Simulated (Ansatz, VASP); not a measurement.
# Two plane-wave programs on In4SbAs3

```
In Sb As
1.0
     4.45647    0.00000    0.00000
     0.00000    4.45647    0.00000
     0.00000    0.00000   12.58951
In Sb As
4 1 3
Direct
  0.50000 0.00000 0.87962
  0.00000 0.50000 0.12038
  0.50000 0.00000 0.36192
  0.00000 0.50000 0.63808
  0.50000 0.50000 0.50000
  0.00000 0.00000 0.24111
  0.00000 0.00000 0.75889
  0.50000 0.50000 0.00000
```

Alike in both runs: functional PBE; k mesh 8 × 8 × 4; occupations gaussian, width 0.1 eV; no spin polarisation.

Ansatz relaxed the structure, and its values are those at the end. VASP's run is a single point on that final structure, the one shown.

|  | VASP | Ansatz |
| --- | --- | --- |
| version | VASP 6.6.1 | Ansatz 0.2.0 |
| potentials or method | VASP PAW PBE potentials, release 64 (In_d, Sb, As), cutoff 520 eV | scalar-relativistic, plane waves, PAW |
| valence electrons in the cell | 72 | 112 |

```csv
,VASP,Ansatz,Ansatz less VASP
gap on the k mesh at the Fermi level (eV),none,none,-
pressure (GPa),0.0,0.0,-0.02
```

A gap of «none» marks a metal or a gap that the smearing closes. VASP's potentials hold 72 valence electrons a cell and Ansatz's 112, so a difference there can come from the potentials and not from the codes.

Neither program's run includes spin-orbit coupling.
